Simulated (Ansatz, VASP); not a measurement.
## Two plane-wave programs on AlAs

```
CELL_PARAMETERS angstrom
0.00000 2.83193 2.83193
2.83193 0.00000 2.83193
2.83193 2.83193 0.00000
ATOMIC_POSITIONS crystal
Al 0.00000 0.00000 0.00000
As 0.25000 0.25000 0.25000
```

Alike in both runs: functional PBE; dispersion D4; k mesh 6 × 6 × 6; no spin polarisation.

Ansatz relaxed the structure, and its values are those at the end. VASP's run is a single point on that final structure, the one shown.

```csv
,VASP,Ansatz
version,VASP 6.6.1,Ansatz 0.2.0
potentials or method,"VASP PAW PBE potentials, release 64 (Al, As), cutoff 500 eV","plane waves, PAW"
occupations,"gaussian, width 0.01 eV",fixed
valence electrons in the cell,8,18
```

|  | VASP | Ansatz | Ansatz less VASP |
| --- | --- | --- | --- |
| pressure (GPa) | 0.2 | 0.0 | -0.19 |

VASP's potentials hold 8 valence electrons a cell and Ansatz's 18, so a difference there can come from the potentials and not from the codes.
